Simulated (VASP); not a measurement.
A run of VASP 6.6.1 is set up as follows.

INCAR

```
SYSTEM = NiMoIrPdW
ALGO = Normal
EDIFF = 1E-6
EDIFFG = -0.01
ENCUT = 600
GGA = PS
IBRION = 2
ISIF = 3
ISMEAR = -1
ISPIN = 2
IVDW = 12
LASPH = .TRUE.
LCHARG = .FALSE.
LMAXMIX = 4
LORBIT = 11
LREAL = .FALSE.
LWAVE = .FALSE.
MAGMOM = 1 1 0 0.6 0
NELM = 150
NSW = 60
PREC = Accurate
SIGMA = 0.05
```

File KPOINTS:

```
k-points
0
G
  5 5 4
  0 0 0
```

The input POSCAR:

```
NiMoIrPdW
1.0
    4.1467000000      0.0000000000      0.0000000000
   -2.0733500000      3.5911500000      0.0000000000
    0.0000000000      0.0000000000      5.4162900000
Ni Mo Pd Ir W
1 1 1 1 1
Direct
    0.0000000000      0.0000000000      0.0222100000
    0.6666700000      0.3333300000      0.4599600000
    0.3333300000      0.6666700000      0.7460100000
    0.3333300000      0.6666700000      0.2564100000
    0.6666700000      0.3333300000      0.9998500000
```

Potentials or basis: VASP PAW PBE potentials, release 64 (Ni, Mo_sv, Pd, Ir, W_sv).

Command:

```bash
$ cat potpaw_PBE.64/Ni/POTCAR potpaw_PBE.64/Mo_sv/POTCAR potpaw_PBE.64/Pd/POTCAR potpaw_PBE.64/Ir/POTCAR potpaw_PBE.64/W_sv/POTCAR > POTCAR
$ mpirun -np 1 vasp_std > vasp.out
```

Task: Predict the space group after relaxing (to 0.1 Å).

Result: P3m1 (No. 156).

Task: Predict the net moment.

Result: 0.00 μB per cell.

Final structure:
```yaml
crystal:
  lattice:
    - [4.06450, 0.00000, 0.00000]
    - [-2.03225, 3.51996, 0.00000]
    - [0.00000, 0.00000, 5.30624]
  atoms:
    - { symbol: Ni, position: [0.00000, 0.00000, 0.01184] }
    - { symbol: Mo, position: [0.66667, 0.33333, 0.46934] }
    - { symbol: Pd, position: [0.33333, 0.66667, 0.74618] }
    - { symbol: Ir, position: [0.33333, 0.66667, 0.25645] }
    - { symbol: W, position: [0.66667, 0.33333, 0.00063] }
```

Caveat: the moments typed at the start vanished in this run.
